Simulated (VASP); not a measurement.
# LaScF2 (P4/mmm) in VASP: further runs, part 2 of 2

VASP 6.6.1. The steps go on from the part before.

## 4. Relaxation of cell and atoms, PBE

INCAR

```
  PREC = Accurate
  ENCUT = 600
  EDIFF = 1E-7
  ISMEAR = 0
  SIGMA = 0.1
  LREAL = F
  LASPH = T
  NELM = 200
  ALGO = Normal
  ISIF = 3
  LWAVE = F
  LCHARG = F
  GGA = PE
  IBRION = 2
  NSW = 90
  EDIFFG = -0.04
  GGA_COMPAT = F
  NELMIN = 4
  LMAXMIX = 6
```

KPOINTS

```
regular mesh
0
Gamma
  4 4 4
```

POSCAR

```
LaScF2
1.0
    3.8071863300      0.0000000000      0.0000000000
    0.0000000000      3.8071863300      0.0000000000
    0.0000000000      0.0000000000      5.2181522300
La Sc F
1 1 2
Direct
    0.0000000000      0.0000000000      0.5000000000
    0.5000000000      0.5000000000      0.5000000000
    0.5000000000      0.5000000000      0.1548083100
    0.5000000000      0.5000000000      0.8451916900
```

Run with:

```console
> cat potpaw_PBE.64/La/POTCAR potpaw_PBE.64/Sc_sv/POTCAR potpaw_PBE.64/F/POTCAR > POTCAR
> mpirun -np 1 vasp_std > vasp.out
```

Wall time 19 min (1 thread of Intel Xeon 8259CL, shared host); peak memory 0.24 GiB.

Results (log left out):

```yaml
Free_energy: -21.0480 eV
Relaxed_volume: 32.25 Å³/atom
Relaxed_cell: a = 4.459 Å, b = 4.459 Å, c = 6.489 Å, α = 90.00°, β = 90.00°, γ = 90.00°
Space_group_after_relaxing_to_0.1_Å: P4/mmm (No. 123)
Energy_gained_by_relaxing: 1439.9 meV/atom
Ionic_steps: 12
Pressure_after_relaxing: -0.1 GPa
Largest_force_after_relaxing: 0.008 eV/Å
Band_gap_on_the_k_mesh: zero (bands 18 and 19 overlap by 0.85 eV)
```

Forces in eV/Å, atoms in the order of the input:
```
La   0.000  0.000  0.000
Sc   0.000  0.000  0.000
F    0.000  0.000  0.008
F    0.000  0.000 -0.008
```

Stress tensor (GPa, compression positive):
```
-0.19  0.00  0.00
 0.00 -0.19  0.00
 0.00  0.00  0.05
```

Step by step:
```csv
step,energy change (eV),largest force (eV/Å),pressure (GPa),volume (Å³)
1,0.0000,9.2130,43.44,75.64
2,-4.9369,0.7750,-4.95,143.77
3,-5.2470,1.3737,7.98,109.85
4,-5.4204,0.6631,3.49,120.20
5,-5.4258,0.5382,2.73,122.13
6,-5.6450,0.4029,-0.17,132.06
7,-5.6615,0.3365,-1.20,136.44
8,-5.6891,1.0395,0.49,133.27
9,-5.6903,0.9207,0.21,133.78
10,-5.7164,0.7212,0.12,132.77
11,-5.7581,0.1467,-0.07,129.76
12,-5.7598,0.0076,-0.11,128.98
```

Final structure:
```cif
data_structure
_symmetry_space_group_name_H-M 'P 1'
_symmetry_Int_Tables_number 1
_cell_length_a 4.4585
_cell_length_b 4.4585
_cell_length_c 6.4886
_cell_angle_alpha 90.000
_cell_angle_beta 90.000
_cell_angle_gamma 90.000
_cell_volume 128.98
loop_
_atom_site_label
_atom_site_type_symbol
_atom_site_fract_x
_atom_site_fract_y
_atom_site_fract_z
_atom_site_occupancy
La1 La 0.00000 0.00000 0.50000 1
Sc1 Sc 0.50000 0.50000 0.50000 1
F1 F 0.50000 0.50000 0.20411 1
F2 F 0.50000 0.50000 0.79589 1
```

Levels at points of the mesh, in eV from the Fermi level:
```csv
k point,band 15,band 16,band 17,band 18,band 19,band 20,band 21,band 22
"(0.00, 0.00, 0.00)",-4.89,-3.97,-2.50,-1.71,-0.52,0.56,0.86,0.99
"(0.50, 0.00, 0.00)",-4.91,-3.98,-0.58,0.06,0.61,0.69,0.75,0.85
"(0.50, 0.50, 0.00)",-5.03,-3.96,-1.12,0.34,0.68,0.68,0.89,0.89
"(0.00, 0.00, 0.50)",-4.72,-4.72,-2.45,-1.70,-0.51,0.85,0.99,0.99
"(0.50, 0.00, 0.50)",-4.87,-4.75,-0.57,0.08,0.43,0.69,0.75,0.84
"(0.50, 0.50, 0.50)",-4.83,-4.83,-1.12,0.34,0.64,0.64,0.89,0.89
```

Caveat: the k points lie up to 0.35 Å⁻¹ apart in the final cell, too coarse for converged energies and pressures of a metal; the volume moved by over 15 % at a fixed basis, so the end points are rough; spin-orbit coupling is left out, which moves the levels of the heavy elements.

## 5. Single point, PBE, collinear spin

This run uses another cell than the first one, of 37.86 Å³/atom.

INCAR

```
ALGO = Normal ; EDIFF = 1E-6
ENCUT = 600 ; GGA = PE
GGA_COMPAT = False ; ISIF = 2
ISMEAR = 0 ; ISPIN = 2
LASPH = True ; LCHARG = True
LELF = True ; LMAXMIX = 6
LORBIT = 11 ; LREAL = False
LVHAR = True ; LWAVE = False
MAGMOM = 0 1 0 0 ; NBANDS = 30
NELM = 200 ; PREC = Accurate
SIGMA = 0.1
```

KPOINTS

```
k-points
0
Gamma
  4 4 4
```

POSCAR

```
LaScF2
1.0
    4.5960179252      0.0000000000      0.0000000000
    0.0000000000      4.5960179252      0.0000000000
    0.0000000000      0.0000000000      7.1697794859
La Sc F
1 1 2
Direct
    0.0000000000      0.0000000000      0.5000000000
    0.5000000000      0.5000000000      0.5000000000
    0.5000000000      0.5000000000      0.2317912330
    0.5000000000      0.5000000000      0.7682087670
```

Run with:

```console
> cat potpaw_PBE.64/La/POTCAR potpaw_PBE.64/Sc_sv/POTCAR potpaw_PBE.64/F/POTCAR > POTCAR
> mpirun -np 1 vasp_std > vasp.out
```

Run time: 8.5 min. Hardware: 1 thread of Intel Xeon 8259CL, shared host; peak memory 0.48 GiB.

It converged, with:

| Property | Result |
| --- | --- |
| Free energy | -21.4038 eV |
| Pressure | 0.3 GPa |
| Largest force | 0.129 eV/Å |
| Net moment | 0.49 μB per cell |
| Site moments | La +0.14; Sc +0.16; F -0.00 μB |
| Valence electrons inside the program's atomic spheres | La 8.52; Sc 9.65; F 6.06 |

Forces in eV/Å, atoms in the order of the input:
```
La   0.000  0.000  0.000
Sc   0.000  0.000  0.000
F    0.000  0.000 -0.129
F    0.000  0.000  0.129
```

Stress tensor (GPa, compression positive):
```
-0.06  0.00  0.00
 0.00 -0.06  0.00
 0.00  0.00  0.89
```

Levels at points of the mesh, in eV from the Fermi level:
Spin up:
| k point | band 15 | band 16 | band 17 | band 18 | band 19 | band 20 | band 21 | band 22 |
| --- | --- | --- | --- | --- | --- | --- | --- | --- |
| (0.00, 0.00, 0.00) | -4.74 | -4.28 | -2.56 | -1.53 | -0.61 | 0.68 | 0.74 | 0.83 |
| (0.50, 0.00, 0.00) | -4.77 | -4.28 | -0.67 | -0.12 | 0.55 | 0.57 | 0.59 | 0.74 |
| (0.50, 0.50, 0.00) | -4.85 | -4.27 | -1.25 | 0.12 | 0.67 | 0.67 | 0.75 | 0.75 |
| (0.00, 0.00, 0.50) | -4.70 | -4.56 | -2.54 | -1.53 | -0.61 | 0.74 | 0.83 | 0.83 |
| (0.50, 0.00, 0.50) | -4.73 | -4.55 | -0.66 | -0.11 | 0.47 | 0.57 | 0.59 | 0.74 |
| (0.50, 0.50, 0.50) | -4.80 | -4.54 | -1.25 | 0.12 | 0.66 | 0.66 | 0.75 | 0.75 |
Spin down:
```csv
k point,band 15,band 16,band 17,band 18,band 19,band 20
"(0.00, 0.00, 0.00)",-4.74,-4.28,-2.34,-1.41,-0.23,0.73
"(0.50, 0.00, 0.00)",-4.76,-4.28,-0.50,0.03,0.64,0.65
"(0.50, 0.50, 0.00)",-4.85,-4.27,-0.93,0.47,0.76,0.76
"(0.00, 0.00, 0.50)",-4.70,-4.56,-2.32,-1.41,-0.23,0.75
"(0.50, 0.00, 0.50)",-4.72,-4.55,-0.49,0.04,0.55,0.65
"(0.50, 0.50, 0.50)",-4.80,-4.54,-0.93,0.47,0.75,0.75
```

Caveat: a moment this small can come from the mesh or the smearing; spin-orbit coupling is left out, which moves the levels of the heavy elements.

## 6. The runs side by side

| task | spin | cell | gap on the mesh (eV) | pressure (GPa) | largest force (eV/Å) |
| --- | --- | --- | --- | --- | --- |
| single point | off | a = 3.807, b = 3.807, c = 5.218 Å, 4 atoms, atomic positions A | none | 43.4 | 9.21 |
| single point | off | a = 4.596, b = 4.596, c = 7.170 Å, 4 atoms, atomic positions B | none | 0.3 | 0.12 |
| relaxation of cell and atoms | off | relaxed from a = 3.807, b = 3.807, c = 5.218 Å, 4 atoms, atomic positions A | none | -0.1 | 0.01 |
| single point | collinear | a = 4.596, b = 4.596, c = 7.170 Å, 4 atoms, atomic positions B | none | 0.3 | 0.13 |

Alike in all rows: level PBE; potentials or basis VASP PAW PBE potentials, release 64 (La, Sc_sv, F); k mesh 4 × 4 × 4; cutoff (eV) 600; smearing gaussian 0.1 eV.

Caveats: some runs use coarse meshes; spin-orbit coupling is left out, which moves the levels of the heavy elements; forces of over 1 eV/Å act on the atoms, so gaps and moduli don't describe the material at rest (at least some runs); the volume moved by over 15 % at a fixed basis, so the end points are rough (at least some runs); a moment this small can come from the mesh or the smearing (at least some runs).

Total energies depend on the potentials used, so only differences within one code and one set of settings carry meaning.
